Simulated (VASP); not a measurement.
# SnTe in VASP: settings compared

Aim: see how the results for SnTe move with the level of theory and the settings. Levels: PBE, r2SCAN. Tasks: single point.

All numbers are computed with VASP 6.6.1; they aren't measurements. Logs are shortened: lines on timing, memory, paths and dates and some standing lists are left out, and cuts for length are marked.

**1. The cell of the first run**

It takes space group I4/mmm (No. 139, tetragonal). Conventional cell: a = 4.454 Å, b = 4.454 Å, c = 6.384 Å, α = 90.00°, β = 90.00°, γ = 90.00°. Sn (site symmetry 4/mmm) has 6 Te at 3.15 to 3.19 Å within 4.1 Å. Within 4.1 Å of Te (site symmetry 4/mmm) lie 6 Sn at 3.15 to 3.19 Å.

**2. Single point, PBE (epitaxial xy strain -1.2%)**

INCAR reads:

```
PREC = Accurate
ENCUT = 520
EDIFF = 1E-6
ISMEAR = -1
SIGMA = 0.02
LREAL = False
LASPH = True
NELM = 60
ALGO = Normal
ISIF = 2
LWAVE = False
LCHARG = False
GGA = PE
NBANDS = 17
```

KPOINTS reads:

```
Automatic mesh
0
Gamma
  8 8 8
```

POSCAR reads:

```
SnTe
1.0
    0.0000000000      3.1494876435      3.1921029621
    3.1494876435      0.0000000000      3.1921029621
    3.1494876435      3.1494876435      0.0000000000
Sn Te
1 1
Direct
    0.0000000000      0.0000000000      0.0000000000
    0.5000000000      0.5000000000      0.5000000000
```

Potentials or basis: VASP PAW PBE potentials, release 64 (Sn_d, Te).

Command:

```sh
> cat potpaw_PBE.64/Sn_d/POTCAR potpaw_PBE.64/Te/POTCAR > POTCAR
> mpirun -np 1 vasp_std > vasp.out
```

OUTCAR:

```text
PREC = Accurate
   ENCUT = 520
   EDIFF = 1E-6
   ISMEAR = -1
   LREAL = False
   LASPH = True
   NELM = 60
   ISIF = 2
   GGA = PE

 ion  position               nearest neighbor table
   1  0.000  0.000  0.000-   2 3.15   2 3.15   2 3.15   2 3.15   2 3.19   2 3.19
   2  0.500  0.500  0.500-   1 3.15   1 3.15   1 3.15   1 3.15   1 3.19   1 3.19

  LATTYP: Found a body centered tetragonal cell.
 ALAT       =     4.4540481400
 C/A-ratio  =     1.4333491071

  Lattice vectors:

 A1 = (  -3.1494876435,   0.0000000000,   3.1921029621)
 A2 = (   3.1494876435,   0.0000000000,   3.1921029621)
 A3 = (   0.0000000000,   3.1494876435,  -3.1921029621)

Analysis of symmetry for initial positions (statically):
=====================================================================
 Subroutine PRICEL returns:
 Original cell was already a primitive cell.

 Routine SETGRP: Setting up the symmetry group for a
 body centered tetragonal supercell.

 Subroutine GETGRP returns: Found 16 space group operations
 (whereof 16 operations were pure point group operations)
 out of a pool of 16 trial point group operations.

The static configuration has the point symmetry D_4h.

Analysis of symmetry for dynamics (positions and initial velocities):
=====================================================================
 Subroutine PRICEL returns:
 Original cell was already a primitive cell.

 Routine SETGRP: Setting up the symmetry group for a
 body centered tetragonal supercell.

 Subroutine GETGRP returns: Found 16 space group operations
 (whereof 16 operations were pure point group operations)
 out of a pool of 16 trial point group operations.

The dynamic configuration has the point symmetry D_4h.

 Subroutine INISYM returns: Found 16 space group operations
 (whereof 16 operations are pure point group operations),
 and found     1 'primitive' translations

----------------------------------------------------------------------------------------

                                     Primitive cell

  volume of cell :      63.3267

  direct lattice vectors                    reciprocal lattice vectors
     0.000000000  3.149487644  3.192102962    -0.158755981  0.158755981  0.156636551
     3.149487644  0.000000000  3.192102962     0.158755981 -0.158755981  0.156636551
     3.149487644  3.149487644  0.000000000     0.158755981  0.158755981 -0.156636551

  length of vectors
     4.484282968  4.484282968  4.454048140     0.273755241  0.273755241  0.273755241

  position of ions in fractional coordinates (direct lattice)
     0.000000000  0.000000000  0.000000000
     0.500000000  0.500000000  0.500000000

  ion indices of the primitive-cell ions
   primitive index   ion index
                 1           1
                 2           2

----------------------------------------------------------------------------------------

 KPOINTS: Automatic mesh

Automatic generation of k-mesh.
 Grid dimensions read from file:
 generate k-points for:    8    8    8

 Generating k-lattice:

  Cartesian coordinates                     Fractional coordinates (reciprocal lattice)
    -0.019844498  0.019844498  0.019579569     0.125000000  0.000000000  0.000000000
     0.019844498 -0.019844498  0.019579569     0.000000000  0.125000000  0.000000000
     0.019844498  0.019844498 -0.019579569     0.000000000  0.000000000  0.125000000

  Length of vectors
     0.034219405  0.034219405  0.034219405

  Shift w.r.t. Gamma in fractional coordinates (k-lattice)
     0.000000000  0.000000000  0.000000000

 Subroutine IBZKPT returns following result:
 ===========================================

 Found     59 irreducible k-points:

 Following reciprocal coordinates:
            Coordinates               Weight
  0.000000  0.000000  0.000000      1.000000
  0.125000  0.000000  0.000000      8.000000
  0.250000  0.000000  0.000000      8.000000
  0.375000  0.000000  0.000000      8.000000
  0.500000  0.000000  0.000000      4.000000
  0.125000  0.125000  0.000000      2.000000
[... 16 lines left out ...]
  0.250000  0.000000  0.125000     16.000000
  0.375000  0.000000  0.125000     16.000000
 [... further k-points ...]
   k-points           NKPTS =     59   k-points in BZ     NKDIM =     59   number of bands    NBANDS=     17
   number of dos      NEDOS =    301   number of ions     NIONS =      2
   total plane-waves  NPLWV =  46656
   dimension x,y,z NGX =    36 NGY =   36 NGZ =   36
   dimension x,y,z NGXF=    72 NGYF=   72 NGZF=   72
   ions per type =               1   1
   NGX,Y,Z   is equivalent  to a cutoff of  13.35, 13.35, 13.44 a.u.
   NGXF,Y,Z  is equivalent  to a cutoff of  26.69, 26.69, 26.87 a.u.
 SYSTEM =  unknown system
   PREC   = accura    normal or accurate (medium, high low for compatibility)
   ISTART =      0    job   : 0-new  1-cont  2-samecut
   ICHARG =      2    charge: 1-file 2-atom 10-const
   ISPIN  =      1    spin polarized calculation?
   LNONCOLLINEAR =      F non collinear calculations
   LSORBIT =      F    spin-orbit coupling
   LASPH  =      T    aspherical Exc in radial PAW
   ENCUT  =  520.0 eV  38.22 Ry    6.18 a.u.   8.34  8.34  8.28*2*pi/ulx,y,z
   NELM   =     60;   NELMIN=  2; NELMDL= -5     # of ELM steps
   EDIFF  = 0.1E-05   stopping-criterion for ELM
   LREAL  =      F    real-space projection
   EDIFFG = 0.1E-04   stopping-criterion for IOM
   NSW    =      0    number of steps for IOM
   IBRION =     -1    ionic relax: 0-MD 1-quasi-New 2-CG
   NFREE  =      0    steps in history (QN), initial steepest desc. (CG)
   ISIF   =      2    stress and relaxation
   ISYM   =      2    0-nonsym 1-usesym 2-fastsym
   POTIM  = 0.5000    time-step for ionic-motion
   TEBEG  =    0.0;   TEEND  =   0.0 temperature during run
   PSTRESS=    0.0 pullay stress
   NELECT =      20.0000    total number of electrons
   NUPDOWN=      -1.0000    fix difference up-down
   EMIN   =  10.00;   EMAX   =-10.00  energy-range for DOS
   EFERMI =   0.00;   METHOD = LEGACY
   ISMEAR =    -1;   SIGMA  =   0.02  broadening in eV -4-tet -1-fermi 0-gaus
   EFERMI_NEDOS =   21; number of points for ismear=-14 and -15
   IALGO  =     38    algorithm
   IMIX   =      4    mixing-type and parameters
     AMIX     =   0.40;   BMIX     =  1.00
     AMIX_MAG =   1.60;   BMIX_MAG =  1.00
  volume/ion in A,a.u.               =      31.66       213.67
  Fermi-wavevector in a.u.,A,eV,Ry     =   1.114866  2.106791 16.911032  1.242926
  Thomas-Fermi vector in A             =   2.251465
   LORBIT       =      0    0 simple, 1 ext, 2 COOP (PROOUT), +10 PAW based schemes
   GGA     = PE    functional components
   LHFCALC =     F    Hartree Fock is set to
   AEXX    =    0.0000 exact exchange contribution
   IVDW    =     0    specifies the selected vdW correction
   LEPSILON=     F    determine dielectric tensor
   LRPA    =     F    only Hartree local field effects (RPA)
 non-spin polarized calculation
  energy-cutoff  :      520.00
  volume of cell :       63.33
 maximum number of plane-waves:      1723
 NGX is ok and might be reduce to    36
   NGX = 17   NGY = 17   NGZ = 17

 number of electron      20.0000000 magnetization

 Free energy of the ion-electron system (eV)
  ---------------------------------------------------
  ext. energy  EPLUGINS =         0.00000000
  ---------------------------------------------------
  free energy    TOTEN  =        -7.54768872 eV

  energy without entropy =       -7.54743086  energy(sigma->0) =       -7.54755979

 E-fermi :   6.8536     XC(G=0):  -9.4406

 val. band max:        6.8179604203   @ k =   0.5000   0.0000   0.0000
 cond. band min:       6.8891821501   @ k =   0.5000   0.0000   0.0000
 fundamental gap:      0.0712217298
 Fermi energy:         6.8535712886

 k-point     1 :       0.0000    0.0000    0.0000
  band No.  band energies     occupation
      1     -15.0980      2.00000
      2     -15.0932      2.00000
      3     -15.0916      2.00000
      4     -15.0916      2.00000
      5     -15.0878      2.00000
      6      -5.9096      2.00000
[... 9 lines left out ...]
     16      11.6108      0.00000
     17      13.5314      0.00000

 k-point     2 :       0.1250    0.0000    0.0000
  band No.  band energies     occupation
      1     -15.0985      2.00000
      2     -15.0939      2.00000
      3     -15.0913      2.00000
      4     -15.0908      2.00000
      5     -15.0872      2.00000
      6      -5.7805      2.00000
[... 9 lines left out ...]
     16      11.9218      0.00000
     17      14.4564      0.00000

 k-point     3 :       0.2500    0.0000    0.0000
  band No.  band energies     occupation
      1     -15.0999      2.00000
      2     -15.0959      2.00000
      3     -15.0904      2.00000
      4     -15.0884      2.00000
      5     -15.0851      2.00000
      6      -5.4175      2.00000
[... 9 lines left out ...]
     16      12.7850      0.00000
     17      16.3852      0.00000

 k-point     4 :       0.3750    0.0000    0.0000
  band No.  band energies     occupation
      1     -15.1016      2.00000
      2     -15.0980      2.00000
      3     -15.0897      2.00000
      4     -15.0859      2.00000
      5     -15.0828      2.00000
      6      -4.9318      2.00000
[... 9 lines left out ...]
     16      14.1582      0.00000
     17      17.0410      0.00000

 k-point     5 :       0.5000    0.0000    0.0000
  band No.  band energies     occupation
      1     -15.1023      2.00000
      2     -15.0988      2.00000
      3     -15.0894      2.00000
      4     -15.0849      2.00000
      5     -15.0818      2.00000
      6      -4.6583      2.00000
[... 9 lines left out ...]
     16      15.5971      0.00000
     17      15.6923      0.00000

 k-point     6 :       0.1250    0.1250    0.0000
  band No.  band energies     occupation
      1     -15.1000      2.00000
      2     -15.0926      2.00000
      3     -15.0902      2.00000
      4     -15.0902      2.00000
      5     -15.0883      2.00000
      6      -5.7428      2.00000
[... 9 lines left out ...]
     16      12.4303      0.00000
     17      13.9136      0.00000

 k-point     7 :       0.2500    0.1250    0.0000
  band No.  band energies     occupation
      1     -15.1020      2.00000
      2     -15.0933      2.00000
      3     -15.0891      2.00000
      4     -15.0879      2.00000
      5     -15.0877      2.00000
      6      -5.4634      2.00000
[... 9 lines left out ...]
     16      13.3378      0.00000
     17      15.0603      0.00000

 k-point     8 :       0.3750    0.1250    0.0000
  band No.  band energies     occupation
      1     -15.1035      2.00000
      2     -15.0953      2.00000
      3     -15.0886      2.00000
      4     -15.0855      2.00000
      5     -15.0854      2.00000
      6      -5.0157      2.00000
[... 9 lines left out ...]
     16      14.6559      0.00000
     17      16.8102      0.00000
[... 203 lines left out ...]
      1     -15.1118      2.00000
      2     -15.0902      2.00000
      3     -15.0901      2.00000
      4     -15.0828      2.00000
      5     -15.0824      2.00000
      6      -4.4637      2.00000
[... 9 lines left out ...]
     16      16.3649      0.00000
     17      16.8379      0.00000

 k-point    20 :      -0.3750    0.3750    0.0000
  band No.  band energies     occupation
      1     -15.1094      2.00000
      2     -15.0926      2.00000
      3     -15.0876      2.00000
      4     -15.0843      2.00000
      5     -15.0831      2.00000
      6      -4.3572      2.00000
[... 9 lines left out ...]
     16      15.2844      0.00000
     17      17.2444      0.00000

 k-point    21 :       0.5000    0.5000    0.0000
  band No.  band energies     occupation
      1     -15.1136      2.00000
      2     -15.0913      2.00000
      3     -15.0890      2.00000
      4     -15.0817      2.00000
      5     -15.0817      2.00000
      6      -4.4176      2.00000
[... 9 lines left out ...]
     16      17.4473      0.00000
     17      17.9050      0.00000

 k-point    22 :       0.1250    0.0000    0.1250
  band No.  band energies     occupation
      1     -15.0983      2.00000
      2     -15.0943      2.00000
      3     -15.0922      2.00000
      4     -15.0903      2.00000
      5     -15.0863      2.00000
      6      -5.7354      2.00000
[... 9 lines left out ...]
     16      12.4694      0.00000
     17      13.7434      0.00000

 k-point    23 :       0.2500    0.0000    0.1250
  band No.  band energies     occupation
      1     -15.0996      2.00000
      2     -15.0955      2.00000
      3     -15.0921      2.00000
      4     -15.0884      2.00000
      5     -15.0843      2.00000
      6      -5.4490      2.00000
[... 9 lines left out ...]
     16      13.3726      0.00000
     17      14.8666      0.00000

 k-point    24 :       0.3750    0.0000    0.1250
  band No.  band energies     occupation
      1     -15.1013      2.00000
      2     -15.0974      2.00000
      3     -15.0908      2.00000
      4     -15.0865      2.00000
      5     -15.0822      2.00000
      6      -4.9974      2.00000
[... 9 lines left out ...]
     16      14.7206      0.00000
     17      16.6279      0.00000

 [... further k-points ...]

------------------------ aborting loop because EDIFF is reached ----------------------------------------

  FORCE on cell =-STRESS in cart. coord.  units (eV):
  Direction    XX          YY          ZZ          XY          YZ          ZX
  --------------------------------------------------------------------------------------
  -------------------------------------------------------------------------------------
  Total        0.8700404      0.8700404      0.2214320      0.0000000      0.0000000     -0.0000000
  in kB       22.0121931     22.0121931      5.6022735      0.0000000      0.0000000     -0.0000000
  external PRESSURE =      16.5422199 kB  Pullay stress =       0.0000000 kB

 VOLUME and BASIS-vectors are now :
 -----------------------------------------------------------------------------
  energy-cutoff  :      520.00
  volume of cell :       63.33
      direct lattice vectors                 reciprocal lattice vectors
     0.000000000  3.149487644  3.192102962    -0.158755981  0.158755981  0.156636551
     3.149487644  0.000000000  3.192102962     0.158755981 -0.158755981  0.156636551
     3.149487644  3.149487644  0.000000000     0.158755981  0.158755981 -0.156636551

 POSITION                                       TOTAL-FORCE (eV/Angst)
 -----------------------------------------------------------------------------------
      0.00000      0.00000      0.00000         0.000000      0.000000     -0.000000
      3.14949      3.14949      3.19210        -0.000000     -0.000000      0.000000
 -----------------------------------------------------------------------------------
    total drift:                               -0.000000      0.000000      0.000000

  FREE ENERGIE OF THE ION-ELECTRON SYSTEM (eV)
  ---------------------------------------------------
  free  energy   TOTEN  =        -7.5476887203 eV

  energy  without entropy=       -7.5474308566  energy(sigma->0) =       -7.54755979
```

Wall time 2 min (1 thread of AMD EPYC 7R13, shared host); peak memory 0.21 GiB.

Results:

```yaml
Free_energy: -7.5477 eV
Pressure: 1.7 GPa
Band_gap_on_the_k_mesh: 0.07 eV
```

Caveat: the cell differs from its parent crystal (epitaxial xy strain -1.2%); spin-orbit coupling is left out, which moves the levels of the heavy elements.

(Part 1 of 2 ends here.)
